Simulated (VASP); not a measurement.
A run of VASP 6.6.1 is set up as follows.

Contents of INCAR:

```
PREC = Accurate ; ENCUT = 520
EDIFF = 1E-7 ; ISMEAR = 0
SIGMA = 0.15 ; LREAL = F
LASPH = T ; NELM = 100
ALGO = Fast ; ISIF = 2
LWAVE = F ; LCHARG = T
GGA = PS ; LELF = T
LVHAR = T ; NBANDS = 66
```

KPOINTS

```
Automatic mesh
0
Gamma
  8 8 8
```

POSCAR

```
Ge
1.0
   -3.3655732048      3.3655732048      3.5737529906
    3.3655732048     -3.3655732048      3.5737529906
    3.3655732048      3.3655732048     -3.5737529906
Ge
8
Direct
    0.5000000000      0.0000000000      0.7958385091
    0.7958385091      0.5000000000      0.0000000000
    0.0000000000      0.7958385091      0.5000000000
    0.7041614909      0.7041614909      0.7041614909
    0.5000000000      0.0000000000      0.2041614909
    0.2041614909      0.5000000000      0.0000000000
    0.0000000000      0.2041614909      0.5000000000
    0.2958385091      0.2958385091      0.2958385091
```

Potentials or basis: VASP PAW PBE potentials, release 64 (Ge_d).

Launch:

```console
$ cat potpaw_PBE.64/Ge_d/POTCAR > POTCAR
$ mpirun -np 1 vasp_std > vasp.out
```

(1) Predict the pressure.

(2) What does it give for the largest force?

(3) Estimate the band gap on the k mesh.

Answers

(1) 2.5 GPa.

(2) 0.384 eV/Å.

(3) zero (bands 56 and 57 overlap by 0.71 eV).

Caveat: the cell differs from its parent crystal (strain -0.030 along x and y, +0.030 along z); the stress differs along the axes, from -2 to 5 GPa; semilocal functionals underestimate gaps, and a narrow one can read as zero; the PAW data sets were made with another functional, which shifts forces and pressure a little.
